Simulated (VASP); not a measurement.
Set up this calculation in VASP 6.6.1, as the native input.

* Task: single point
* Functional: PBEsol
* Potentials or basis: VASP PAW PBE potentials, release 64 (Al, Cu)
* Cutoff: 520 eV
* k mesh: 16 × 16 × 6
* Occupations: gaussian, width 0.1 eV
* Spin: no spin polarisation
* Dipole correction: no
* Further INCAR settings: ALGO = Fast; EDIFF = 1e-07; NBANDS = 18

The structure of Al3Cu lies in POSCAR:

```
Al3Cu
1.0
    2.6671527213      0.0000000000      0.0000000000
    0.0000000000      2.6671527213      0.0000000000
    0.0000000000      0.0000000000      7.2670808132
Al Cu
3 1
Direct
    0.0000000000      0.0000000000      0.5000000000
    0.5000000000      0.5000000000      0.2258120218
    0.5000000000      0.5000000000      0.7741879782
    0.0000000000      0.0000000000      0.0000000000
```

This cell differs from its parent crystal: volume scaled by 0.88, then relaxed in part.

The input as run:

INCAR

```
ALGO     = Fast           # electronic algorithm
EDIFF    = 1E-7           # SCF threshold, eV
ENCUT    = 520            # plane-wave cutoff, eV
GGA      = PS             # functional
ISIF     = 2              # what is computed and relaxed
ISMEAR   = 0              # smearing method
LASPH    = True           # aspherical terms in the spheres
LCHARG   = True           # write CHGCAR
LELF     = True           # ELF
LREAL    = False          # projectors in reciprocal space
LVHAR    = True         
LWAVE    = False          # write WAVECAR
NBANDS   = 18             # bands
NELM     = 100            # most SCF steps
PREC     = Accurate       # precision mode
SIGMA    = 0.1            # smearing width, eV
```

KPOINTS

```
k-points
0
Gamma
  16 16 6
```

Potentials or basis: VASP PAW PBE potentials, release 64 (Al, Cu).

Run with:

```sh
$ cat potpaw_PBE.64/Al/POTCAR potpaw_PBE.64/Cu/POTCAR > POTCAR
$ mpirun -np 1 vasp_std > vasp.out
```

It gave:

- Pressure: 17.2 GPa
- Largest force: 0.020 eV/Å
- Band gap on the k mesh: zero (band 10 reaches 14.47 eV, above the bottom of band 11 at 8.01 eV)

Caveat: the PAW data sets were made with another functional, which shifts forces and pressure a little.

It took 2.6 min on 1 thread of Intel(R) Xeon(R) Platinum 8375C CPU @ 2.90GHz (Ice Lake), on a shared host, peak memory 0.27 GiB.
